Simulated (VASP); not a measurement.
Input of a VASP 6.6.1 run:

INCAR

```
PREC = Accurate
ENCUT = 520
EDIFF = 1E-6
ISMEAR = 0
SIGMA = 0.1
LREAL = F
LASPH = T
NELM = 80
ALGO = Normal
ISIF = 2
LWAVE = F
LCHARG = F
GGA = PE
NBANDS = 18
```

KPOINTS

```
regular mesh
0
Gamma
  12 12 12
```

POSCAR

```
CsBr2
1.0
    2.7788663388      1.6043792287      5.6495965923
   -2.7788663388      1.6043792287      5.6495965923
    0.0000000000     -3.2087584575      5.6495965923
Cs Br
1 2
Direct
    0.0000000000      0.0000000000      0.0000000000
    0.7929936049      0.7929936049      0.7929936049
    0.2070063951      0.2070063951      0.2070063951
```

Potentials or basis: VASP PAW PBE potentials, release 64 (Cs_sv, Br).

Command:

```bash
$ cat potpaw_PBE.64/Cs_sv/POTCAR potpaw_PBE.64/Br/POTCAR > POTCAR
$ mpirun -np 1 vasp_std > vasp.out
```

What does it give for the largest force?

0.010 eV/Å.

What does it give for the band gap on the k mesh?

Zero (an odd number of electrons rules out a gap without spin polarisation).

What does it give for the pressure?

0.1 GPa.

Forces on the atoms (eV/Å):
```
Cs   0.000  0.000  0.000
Br   0.000  0.000 -0.010
Br   0.000  0.000  0.010
```

Caveat: spin-orbit coupling is left out, which moves the levels of the heavy elements; an odd number of electrons without spin polarisation forces a metal; a magnetic or distorted state may lie lower.
